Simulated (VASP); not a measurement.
# P (P1) in VASP: further runs

P is run at these levels: PBEsol; tasks: single point.

Program: VASP 6.6.1. These are calculated values, not measurements. Logs are shortened: lines on timing, memory, paths and dates and some standing lists are left out, and cuts for length are marked.

## 1. The cell of the first run

The typed cell holds 16 atoms: a = 6.994 Å, b = 6.994 Å, c = 7.518 Å, α = 62.28°, β = 62.28°, γ = 60.00°.

## 2. Single point, PBEsol (dynamics (nvt langevin) at 1200 K, volume x 1.04, from the last frame before)

Contents of INCAR:

```
SYSTEM = P
PREC = Accurate
ENCUT = 520
EDIFF = 1E-7
ISMEAR = -1
SIGMA = 0.1034
LREAL = Auto
LASPH = .True.
NELM = 80
ALGO = Normal
ISIF = 2
LWAVE = .False.
LCHARG = .False.
GGA = PS
NBANDS = 54
```

Contents of KPOINTS:

```
Automatic mesh
0
Gamma
  2 2 2
  0.5 0.5 0.5
```

Contents of POSCAR:

```
P
1.0
   -3.4968693850     -6.0567554423      0.0000000000
    3.4968693850     -6.0567554423      0.0000000000
    0.0000000000     -4.0378369615      6.3417294704
P
16
Direct
    0.3783538453      0.3884228517      0.3559601542
    0.4432033433      0.3913358069      0.8580424355
    0.4580469411      0.8522875741      0.3168939970
    0.4036902188      0.9284867719      0.8281802345
    0.9251685964      0.3566969776      0.3241784453
    0.9270559150      0.3979120448      0.8146824970
    0.8986488280      0.8659278460      0.3557589472
    0.8852576852      0.8380400223      0.9113397263
    0.1676622367      0.0945597064      0.1614507533
    0.1015817496      0.0997115053      0.6788637106
    0.1320884660      0.6170602546      0.1539609983
    0.1741805434      0.6361017141      0.6247559153
    0.6294390418      0.1658969928      0.1369520734
    0.6255858219      0.1209249937      0.6607432593
    0.6929107476      0.5973238202      0.0699725528
    0.6560146494      0.6527234198      0.6361479181
```

Potentials or basis: VASP PAW PBE potentials, release 64 (P).

On the command line:

```console
$ cat potpaw_PBE.64/P/POTCAR > POTCAR
$ mpirun -np 1 vasp_std > vasp.out
```

OUTCAR:

```text
SYSTEM = P
   PREC = Accurate
   ENCUT = 520
   EDIFF = 1E-7
   ISMEAR = -1
   LREAL = Auto
   LASPH = .True.
   NELM = 80
   ISIF = 2
   GGA = PS

 ion  position               nearest neighbor table
   1  0.378  0.388  0.356-  13 2.28  11 2.29  12 2.69  15 2.74  14 2.86  10 2.95
   2  0.443  0.391  0.858-  14 2.42  16 2.43  13 2.45  12 2.57  11 2.74   9 2.95
   3  0.458  0.852  0.317-   9 2.30  13 2.54  15 2.58  12 2.66  16 2.77
   4  0.404  0.928  0.828-  14 2.12  10 2.36  16 2.39   9 2.70  15 2.75
   5  0.925  0.357  0.324-   9 2.19  11 2.41  15 2.51  14 2.86  10 2.87
   6  0.927  0.398  0.815-  10 2.27  16 2.31  15 2.36  12 2.48  13 2.80
   7  0.899  0.866  0.356-  11 2.30  16 2.41  13 2.52   9 2.55  12 2.81  14 2.90
   8  0.885  0.838  0.911-  15 2.23  10 2.45  11 2.52  12 2.58  14 2.62  13 2.83
   9  0.168  0.095  0.161-   5 2.19   3 2.30   7 2.55   4 2.70   2 2.95
  10  0.102  0.100  0.679-   6 2.27   4 2.36   8 2.45   5 2.87   1 2.95
  11  0.132  0.617  0.154-   1 2.29   7 2.30   5 2.41   8 2.52   2 2.74
  12  0.174  0.636  0.625-   6 2.48   2 2.57   8 2.58   3 2.66   1 2.69   7 2.81
  13  0.629  0.166  0.137-   1 2.28   2 2.45   7 2.52   3 2.54   6 2.80   8 2.83
  14  0.626  0.121  0.661-   4 2.12   2 2.42   8 2.62   5 2.86   1 2.86   7 2.90
  15  0.693  0.597  0.070-   8 2.23   6 2.36   5 2.51   3 2.58   1 2.74   4 2.75
  16  0.656  0.653  0.636-   6 2.31   4 2.39   7 2.41   2 2.43   3 2.77

  LATTYP: Found a trigonal (rhomboedric) cell.
 ALAT       =     7.5180888531
 COS(alpha) =     0.5673129383

  Lattice vectors:

 A1 = (   3.4968693850,   2.0189184808,   6.3417294704)
 A2 = (  -3.4968693850,   2.0189184808,   6.3417294704)
 A3 = (   0.0000000000,  -4.0378369615,   6.3417294704)

Analysis of symmetry for initial positions (statically):
=====================================================================
 Subroutine PRICEL returns:
 Original cell was already a primitive cell.

 Routine SETGRP: Setting up the symmetry group for a
 trigonal (rhombohedral) supercell.

 Subroutine GETGRP returns: Found  1 space group operations
 (whereof  1 operations were pure point group operations)
 out of a pool of 12 trial point group operations.

The static configuration has the point symmetry C_1 .

Analysis of symmetry for dynamics (positions and initial velocities):
=====================================================================
 Subroutine PRICEL returns:
 Original cell was already a primitive cell.

 Routine SETGRP: Setting up the symmetry group for a
 trigonal (rhombohedral) supercell.

 Subroutine GETGRP returns: Found  1 space group operations
 (whereof  1 operations were pure point group operations)
 out of a pool of 12 trial point group operations.

The dynamic configuration has the point symmetry C_1 .

 Subroutine INISYM returns: Found  1 space group operations
 (whereof  1 operations are pure point group operations),
 and found     1 'primitive' translations

----------------------------------------------------------------------------------------

                                     Primitive cell

  volume of cell :     268.6316

  direct lattice vectors                    reciprocal lattice vectors
    -3.496869385 -6.056755442  0.000000000    -0.142985037 -0.082552450 -0.052561897
     3.496869385 -6.056755442  0.000000000     0.142985037 -0.082552450 -0.052561897
     0.000000000 -4.037836962  6.341729470     0.000000000  0.000000000  0.157685692

  length of vectors
     6.993738770  6.993738770  7.518088853     0.173269677  0.173269677  0.157685692

  position of ions in fractional coordinates (direct lattice)
     0.378353845  0.388422852  0.355960154
     0.443203343  0.391335807  0.858042436
     0.458046941  0.852287574  0.316893997
     0.403690219  0.928486772  0.828180235
     0.925168596  0.356696978  0.324178445
     0.927055915  0.397912045  0.814682497
[... 8 lines left out ...]
     0.692910748  0.597323820  0.069972553
     0.656014649  0.652723420  0.636147918

  ion indices of the primitive-cell ions
   primitive index   ion index
                 1           1
                 2           2
                 3           3
                 4           4
                 5           5
                 6           6
[... 8 lines left out ...]
                15          15
                16          16

----------------------------------------------------------------------------------------

 KPOINTS: Automatic mesh

Automatic generation of k-mesh.
 Grid dimensions read from file:
 generate k-points for:    2    2    2

 Generating k-lattice:

  Cartesian coordinates                     Fractional coordinates (reciprocal lattice)
    -0.071492519 -0.041276225 -0.026280949     0.500000000  0.000000000  0.000000000
     0.071492519 -0.041276225 -0.026280949     0.000000000  0.500000000  0.000000000
     0.000000000  0.000000000  0.078842846     0.000000000  0.000000000  0.500000000

  Length of vectors
     0.086634838  0.086634838  0.078842846

  Shift w.r.t. Gamma in fractional coordinates (k-lattice)
     0.500000000  0.500000000  0.500000000

 Subroutine IBZKPT returns following result:
 ===========================================

 Found     12 irreducible k-points:

 Following reciprocal coordinates:
            Coordinates               Weight
  0.250000  0.250000  0.250000      2.000000
  0.000000  0.250000  0.000000      2.000000
 -0.250000  0.000000  0.000000      2.000000
 -0.250000  0.250000  0.250000      2.000000
  0.500000  0.250000  0.000000      2.000000
 -0.250000  0.500000 -0.000000      2.000000
 -0.250000  0.250000 -0.250000      2.000000
  0.500000  0.250000  0.500000      2.000000
 -0.250000  0.500000  0.500000      2.000000
 -0.250000 -0.250000  0.250000      2.000000
  0.000000 -0.250000  0.500000      2.000000
  0.250000  0.000000  0.500000      2.000000
   k-points           NKPTS =     12   k-points in BZ     NKDIM =     12   number of bands    NBANDS=     54
   number of dos      NEDOS =    301   number of ions     NIONS =     16
   total plane-waves  NPLWV = 163296
   dimension x,y,z NGX =    54 NGY =   54 NGZ =   56
   dimension x,y,z NGXF=   108 NGYF=  108 NGZF=  112
   ions per type =              16
   NGX,Y,Z   is equivalent  to a cutoff of  12.84, 12.84, 12.38 a.u.
   NGXF,Y,Z  is equivalent  to a cutoff of  25.67, 25.67, 24.77 a.u.
 SYSTEM =  P
   PREC   = accura    normal or accurate (medium, high low for compatibility)
   ISTART =      0    job   : 0-new  1-cont  2-samecut
   ICHARG =      2    charge: 1-file 2-atom 10-const
   ISPIN  =      1    spin polarized calculation?
   LNONCOLLINEAR =      F non collinear calculations
   LSORBIT =      F    spin-orbit coupling
   LASPH  =      T    aspherical Exc in radial PAW
   ENCUT  =  520.0 eV  38.22 Ry    6.18 a.u.  13.00 13.00 13.98*2*pi/ulx,y,z
   NELM   =     80;   NELMIN=  2; NELMDL= -5     # of ELM steps
   EDIFF  = 0.1E-06   stopping-criterion for ELM
   LREAL  =      T    real-space projection
   EDIFFG = 0.1E-05   stopping-criterion for IOM
   NSW    =      0    number of steps for IOM
   IBRION =     -1    ionic relax: 0-MD 1-quasi-New 2-CG
   NFREE  =      0    steps in history (QN), initial steepest desc. (CG)
   ISIF   =      2    stress and relaxation
   ISYM   =      2    0-nonsym 1-usesym 2-fastsym
   POTIM  = 0.5000    time-step for ionic-motion
   TEBEG  =    0.0;   TEEND  =   0.0 temperature during run
   PSTRESS=    0.0 pullay stress
   NELECT =      80.0000    total number of electrons
   NUPDOWN=      -1.0000    fix difference up-down
   EMIN   =  10.00;   EMAX   =-10.00  energy-range for DOS
   EFERMI =   0.00;   METHOD = LEGACY
   ISMEAR =    -1;   SIGMA  =   0.10  broadening in eV -4-tet -1-fermi 0-gaus
   EFERMI_NEDOS =   21; number of points for ismear=-14 and -15
   IALGO  =     38    algorithm
   IMIX   =      4    mixing-type and parameters
     AMIX     =   0.40;   BMIX     =  1.00
     AMIX_MAG =   1.60;   BMIX_MAG =  1.00
  volume/ion in A,a.u.               =      16.79       113.30
  Fermi-wavevector in a.u.,A,eV,Ry     =   1.093249  2.065941 16.261595  1.195193
  Thomas-Fermi vector in A             =   2.229531
   LORBIT       =      0    0 simple, 1 ext, 2 COOP (PROOUT), +10 PAW based schemes
   GGA     = PS    functional components
   LHFCALC =     F    Hartree Fock is set to
   AEXX    =    0.0000 exact exchange contribution
   IVDW    =     0    specifies the selected vdW correction
   LEPSILON=     F    determine dielectric tensor
   LRPA    =     F    only Hartree local field effects (RPA)
 non-spin polarized calculation
  energy-cutoff  :      520.00
  volume of cell :      268.63
 maximum number of plane-waves:      7243
 NGX is ok and might be reduce to    54
   NGX = 25   NGY = 25   NGZ = 27

 number of electron      80.0000001 magnetization

 Free energy of the ion-electron system (eV)
  ---------------------------------------------------
  ext. energy  EPLUGINS =         0.00000000
  ---------------------------------------------------
  free energy    TOTEN  =       -89.12482101 eV

  energy without entropy =      -88.99902648  energy(sigma->0) =      -89.06192374

 E-fermi :   7.8397     XC(G=0): -10.7252

 val. band max:        7.7117617748   @ k =   0.0000   0.2500   0.0000
 cond. band min:       7.8579360734   @ k =  -0.2500   0.0000   0.0000
 fundamental gap:      0.1461742986
 Fermi energy:         7.8396956929

 k-point     1 :       0.2500    0.2500    0.2500
  band No.  band energies     occupation
      1      -7.5869      2.00000
      2      -5.8993      2.00000
      3      -5.2929      2.00000
      4      -5.0125      2.00000
      5      -4.5448      2.00000
      6      -4.3363      2.00000
[... 44 lines left out ...]
     51      10.0197      0.00000
     52      10.2465      0.00000

 k-point     2 :       0.0000    0.2500    0.0000
  band No.  band energies     occupation
      1      -7.5837      2.00000
      2      -5.7940      2.00000
      3      -5.4477      2.00000
      4      -4.9054      2.00000
      5      -4.7356      2.00000
      6      -4.4777      2.00000
[... 542 lines left out ...]
 k-point    12 :       0.2500    0.0000    0.5000
  band No.  band energies     occupation
      1      -7.1572      2.00000
      2      -6.5569      2.00000
      3      -5.7225      2.00000
      4      -5.1417      2.00000
      5      -4.8812      2.00000
      6      -4.2413      2.00000
[... 44 lines left out ...]
     51      10.5631      0.00000
     52      10.6418      0.00000
 [bands above 52 left out]

------------------------ aborting loop because EDIFF is reached ----------------------------------------

  FORCE on cell =-STRESS in cart. coord.  units (eV):
  Direction    XX          YY          ZZ          XY          YZ          ZX
  --------------------------------------------------------------------------------------
  -------------------------------------------------------------------------------------
  Total      -11.4623260     -6.8402195    -13.0590936      0.0989095      2.0483480      2.0966114
  in kB      -68.3637977    -40.7965524    -77.8872660      0.5899177     12.2167917     12.5046448
  external PRESSURE =     -62.3492054 kB  Pullay stress =       0.0000000 kB

 VOLUME and BASIS-vectors are now :
 -----------------------------------------------------------------------------
  energy-cutoff  :      520.00
  volume of cell :      268.63
      direct lattice vectors                 reciprocal lattice vectors
    -3.496869385 -6.056755442  0.000000000    -0.142985037 -0.082552450 -0.052561897
     3.496869385 -6.056755442  0.000000000     0.142985037 -0.082552450 -0.052561897
     0.000000000 -4.037836962  6.341729470     0.000000000  0.000000000  0.157685692

 POSITION                                       TOTAL-FORCE (eV/Angst)
 -----------------------------------------------------------------------------------
      0.03521     -6.08149      2.25740        -0.543360     -0.080791     -0.436446
     -0.18137     -8.51924      5.44147         0.485534      1.306211     -1.070273
      1.37861     -9.21594      2.00966         0.833985     -0.135654     -0.457450
      1.83514    -11.41273      5.25209        -0.592202      1.681044      0.695336
     -1.98787     -9.07293      2.05585         0.841540     -0.656807     -0.387241
     -1.85035    -11.31456      5.16650        -0.115473     -0.444975     -0.388196
[... 8 lines left out ...]
     -0.33426     -8.09717      0.44375         0.452129     -0.097196      2.359975
     -0.01151    -10.49537      4.03428        -0.083482      0.639324      0.318638
 -----------------------------------------------------------------------------------
    total drift:                                0.005561      0.002225      0.001296

  FREE ENERGIE OF THE ION-ELECTRON SYSTEM (eV)
  ---------------------------------------------------
  free  energy   TOTEN  =       -89.1248210110 eV

  energy  without entropy=      -88.9990264788  energy(sigma->0) =      -89.06192374
```

It took 2.3 min on 1 thread of Intel Xeon 6975P-C (Granite Rapids), shared host; peak memory 0.41 GiB.

What came out:

```yaml
Free_energy: -89.1248 eV
Pressure: -6.2 GPa
Largest_force: 2.405 eV/Å
Band_gap_on_the_k_mesh: zero (band 40 reaches 8.21 eV, above the bottom of band 41 at 7.64 eV)
```

Forces on the atoms (eV/Å):
```
P   -0.543 -0.081 -0.436
P    0.486  1.306 -1.070
P    0.834 -0.136 -0.457
P   -0.592  1.681  0.695
P    0.842 -0.657 -0.387
P   -0.115 -0.445 -0.388
P    0.021 -1.057 -0.585
P    0.107 -0.403 -2.198
P   -0.293  0.297 -0.176
P   -0.199 -1.039 -0.648
P    0.026  0.459  0.523
P    0.299  0.300  1.292
P   -1.089  1.075  1.054
P   -0.151 -1.844  0.105
P    0.452 -0.097  2.360
P   -0.083  0.639  0.319
```

Caveat: the k points lie up to 0.54 Å⁻¹ apart; the PAW data sets were made with another functional, which shifts forces and pressure a little.

(Continued in part 2 of 2.)
